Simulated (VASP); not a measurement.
# Si16C15 (a cell with a defect) in VASP: further runs, part 2 of 2

VASP 6.6.1. The steps go on from the part before.

### 3 Single point, LDA, collinear spin

INCAR

```
SYSTEM = Si16C15
PREC = Accurate ; ENCUT = 520
EDIFF = 1E-6 ; ISMEAR = 0
SIGMA = 0.01 ; LREAL = Auto
LASPH = .TRUE. ; NELM = 200
ALGO = Normal ; ISIF = 2
LWAVE = .FALSE. ; LCHARG = .TRUE.
ISPIN = 2 ; MAGMOM = 0.25 0 0 0 0 0 0 0 0.25 0.25 0 0.25 0 0 0 0 0 0 0 0 0 0 0 0 0 0 0 0 0 0 0
LORBIT = 11 ; LELF = .TRUE.
LVHAR = .TRUE. ; NBANDS = 87
NELECT = 125.0 ; GGA_COMPAT = .FALSE.
ISYM = -1
```

KPOINTS

```
explicit points
4
Reciprocal
  0.25000000   0.25000000   0.25000000 2
  0.25000000   0.25000000   0.75000000 2
  0.25000000   0.75000000   0.25000000 2
  0.25000000   0.75000000   0.75000000 2
```

POSCAR

```
Si16C15
1.0
    3.0584217931     -5.2973419482      0.0000000000
   -6.1168435962      0.0000000057      0.0000000000
    0.0000000000      0.0000000000    -10.0121483307
Si C
16 15
Direct
    0.3336975163      0.1679730264      0.0642236451
    0.8329745188      0.1664611892      0.0622591281
    0.3352169727      0.6686937539      0.0622627972
    0.8330089316      0.6686440331      0.0622719371
    0.1673875461      0.3342761742      0.5625684326
    0.6665471695      0.3342908665      0.5625995749
    0.1673808849      0.8351346470      0.5625842162
    0.6670530277      0.8344974631      0.5621437337
    0.0139480936      0.0080011975      0.3127454381
    0.4936667663      0.0081733847      0.3128108178
    0.0004824237      0.5012901472      0.3112471000
    0.4935156784      0.4872848891      0.3127547869
    0.5006984732      0.5018104051      0.8123086883
    1.0004294895      0.5012406869      0.8126057128
    0.5006947998      1.0009369538      0.8123184261
    0.9997657988      1.0009068778      0.8122970110
    0.8346049386      0.1696057704      0.2499920894
    0.3321237848      0.6671367385      0.2499927805
    0.8346293572      0.6670935466      0.2500009085
    0.1668682613      0.3347166718      0.7505168086
    0.6674735399      0.3347525941      0.7505430408
    0.1668736771      0.8341980592      0.7505293635
    0.6670455411      0.8345379923      0.7489487994
    0.5010276044      0.5023618811      0.5017233001
    1.0004269745      0.5012413264      0.4997362555
    0.5010488964      1.0006656088      0.5017395817
    0.9992299912      1.0006240768      0.5016879036
   -0.0017660123      0.0001785371      0.9979051535
    0.5014447382      0.0002401053      0.9979221303
    0.0004118982      0.5012619701      0.9993648868
    0.5014948273      0.5034294034      0.9979024637
```

Potentials or basis: VASP PAW LDA potentials, release 64 (Si, C).

Command:

```console
> cat potpaw_LDA.64/Si/POTCAR potpaw_LDA.64/C/POTCAR > POTCAR
> mpirun -np 1 vasp_std > vasp.out
```

OUTCAR:

```text
SYSTEM = Si16C15
   PREC = Accurate
   ENCUT = 520
   EDIFF = 1E-6
   ISMEAR = 0
   LREAL = Auto
   LASPH = .TRUE.
   NELM = 200
   ISIF = 2
   ISPIN = 2
   LORBIT = 11
   NELECT = 125.0
   ISYM = -1

 ion  position               nearest neighbor table
   1  0.334  0.168  0.064-  31 1.90  28 1.90  29 1.90  12 3.01   9 3.01  10 3.01   3 3.06   2 3.06
                             4 3.06   4 3.06   2 3.06   3 3.06  13 3.08  16 3.08  15 3.08
   2  0.833  0.166  0.062-  29 1.87  28 1.87  17 1.88  30 1.88   3 3.04   4 3.05   1 3.06   1 3.06
                            15 3.06  11 3.06  16 3.06  14 3.06   4 3.07   3 3.07   9 3.09  10 3.09
   3  0.335  0.669  0.062-  29 1.87  31 1.87  18 1.88  30 1.88   2 3.04   4 3.05   1 3.06   1 3.06
                            11 3.06  15 3.06  13 3.06  14 3.06   4 3.07   2 3.07  10 3.09  12 3.09
   4  0.833  0.669  0.062-  31 1.87  28 1.87  19 1.88  30 1.88   3 3.05   2 3.05   1 3.06   1 3.06
                            11 3.06  16 3.06  13 3.06  14 3.07   2 3.07   3 3.07   9 3.09  12 3.09
   5  0.167  0.334  0.563-  24 1.87  27 1.87  25 1.88  20 1.88  12 3.04   9 3.04   7 3.05   6 3.05
[... 887 lines left out ...]
 -----------------------------------------------------------------------------------
    total drift:                                0.025166      0.003359     -0.017519

  FREE ENERGIE OF THE ION-ELECTRON SYSTEM (eV)
  ---------------------------------------------------
  free  energy   TOTEN  =      -242.0334270481 eV

  energy  without entropy=     -242.0334270281  energy(sigma->0) =     -242.03342704

 total charge

# of ion       s       p       d       tot
------------------------------------------
    1        0.747   0.958   0.000   1.704
    2        0.719   1.001   0.000   1.720
    3        0.719   1.001   0.000   1.720
    4        0.720   0.999   0.000   1.719
    5        0.720   1.003   0.000   1.723
    6        0.719   1.003   0.000   1.722
[... 23 lines left out ...]
   30        0.834   1.728   0.000   2.562
   31        0.837   1.721   0.000   2.558
--------------------------------------------------
tot         24.190  41.475   0.000  65.665

 magnetization (x)

# of ion       s       p       d       tot
------------------------------------------
    1       -0.000  -0.000   0.000  -0.000
    2       -0.000  -0.000   0.000  -0.000
    3       -0.000  -0.000   0.000  -0.000
    4       -0.000  -0.000   0.000  -0.000
    5        0.000   0.000   0.000   0.000
    6        0.000  -0.000   0.000  -0.000
[... 23 lines left out ...]
   30       -0.000  -0.000   0.000  -0.000
   31       -0.000  -0.000   0.000  -0.000
--------------------------------------------------
tot          0.000  -0.000   0.000  -0.000
```

stdout:

```text
POSCAR found type information on POSCAR SiC
 POSCAR found :  2 types and      31 ions
 scaLAPACK will be used
 LDA part: xc-table for (Slater(with rela. corr.)+CA(PZ))
 , standard interpolation
 POSCAR, INCAR and KPOINTS ok, starting setup
 FFT: planning ... GRIDC
 FFT: planning ... GRID_SOFT
 FFT: planning ... GRID
 WAVECAR not read
 entering main loop
 the old and the new charge density differ
 old charge density:   124.00000 new  125.00000
    0.358E+01
```

Run time: 10 min. Hardware: 1 thread of Intel Xeon Platinum 8488C (Sapphire Rapids), shared host; peak memory 0.44 GiB.

Results:

| Item | Value |
| --- | --- |
| Free energy | -242.0334 eV |
| Largest force | 0.577 eV/Å |
| Net moment | 0.00 μB per cell |
| Valence electrons inside the program's atomic spheres | Si 1.70, 1.72, 1.73, 1.66, 1.62 (each value once); C 2.53, 2.52, 2.57, 2.56 (each value once) |

Forces on the atoms (eV/Å):
```
Si  -0.219  0.125 -0.282
Si  -0.010 -0.042 -0.062
Si   0.032  0.030 -0.065
Si  -0.019  0.010 -0.148
Si   0.002  0.003 -0.022
Si  -0.024 -0.063  0.003
Si   0.039  0.054  0.006
Si   0.065 -0.045  0.062
Si   0.570  0.059  0.065
Si  -0.077  0.049 -0.143
Si  -0.083  0.050 -0.044
Si   0.223 -0.526  0.072
Si  -0.072  0.033 -0.073
Si  -0.025  0.016 -0.079
Si   0.017 -0.010  0.016
Si  -0.065  0.046 -0.075
C    0.048  0.172  0.042
C   -0.118 -0.124  0.038
C   -0.101  0.063  0.023
C    0.067 -0.043  0.075
C    0.065 -0.015  0.057
C    0.045 -0.055  0.059
C   -0.066  0.036 -0.050
C   -0.063  0.099  0.007
C   -0.035  0.015  0.013
C   -0.128  0.078  0.197
C   -0.113  0.008 -0.003
C   -0.034  0.009  0.184
C    0.091 -0.049 -0.119
C    0.012 -0.010  0.065
C   -0.023  0.029  0.180
```

Levels at points of the mesh, in eV from the Fermi level:
Spin up:
```
           k point  band 58  band 59  band 60  band 61  band 62  band 63  band 64  band 65  band 66  band 67
(0.25, 0.25, 0.25)    -3.29    -3.15    -2.88    -2.70    -0.68    -0.03     0.03     1.66     1.72     2.13
```
Spin down:
| k point | band 60 | band 61 | band 62 | band 63 | band 64 | band 65 |
| --- | --- | --- | --- | --- | --- | --- |
| (0.25, 0.25, 0.25) | -2.88 | -2.70 | -0.68 | -0.04 | 0.04 | 1.66 |

Caveat: the cell carries a net charge on a neutralising background, which shifts energy and pressure; the cell is charged against a uniform background, so pressure and absolute levels hang on convention.
